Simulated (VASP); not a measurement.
Write the native input for VASP 6.6.1 that does the following.

```
Task                   : electric field gradients
Functional             : LDA
Potentials or basis    : VASP PAW LDA potentials, release 64 (Ag, Br)
Cutoff                 : 400 eV
k mesh                 : 7 × 7 × 7
Occupations            : fermi-dirac, width 0.03 eV
Spin                   : no spin polarisation
Dipole correction      : no
Further INCAR settings : ALGO = Normal; EDIFF = 1e-08; NBANDS = 16
```

The structure of AgBr lies in POSCAR:

```
AgBr
1.0
    0.0000000000      2.8470445428      2.8470445428
    2.8470445428      0.0000000000      2.8470445428
    2.8470445428      2.8470445428      0.0000000000
Ag Br
1 1
Direct
    0.5000000000      0.5000000000      0.5000000000
    0.0000000000      0.0000000000      0.0000000000
```

This cell differs from its parent crystal: volume scaled by 0.96.

One way to write it, as run:

INCAR

```
  PREC = Accurate
  ENCUT = 400
  EDIFF = 1E-8
  ISMEAR = -1
  SIGMA = 0.03
  LREAL = False
  LASPH = True
  NELM = 120
  ALGO = Normal
  ISIF = 2
  LWAVE = False
  LCHARG = False
  GGA = CA
  LEFG = True
  NBANDS = 16
  GGA_COMPAT = False
```

KPOINTS

```
Automatic mesh
0
Gamma
  7 7 7
```

Potentials or basis: VASP PAW LDA potentials, release 64 (Ag, Br).

Command:

```sh
$ cat potpaw_LDA.64/Ag/POTCAR potpaw_LDA.64/Br/POTCAR > POTCAR
$ mpirun -np 1 vasp_std > vasp.out
```

Results of the run:

| Quantity | Value |
| --- | --- |
| Pressure | -3.3 GPa |
| Band gap on the k mesh | 0.49 eV, indirect (least direct gap 2.43 eV) |

Caveat: without QUAD_EFG the Cq values of the log hold for a quadrupole moment of 1 mb, not for the nuclei.

Wall time 8.2 s on 1 thread of AMD EPYC 9R45 96-Core Processor (Zen 5), on a shared host, peak memory 0.11 GiB.
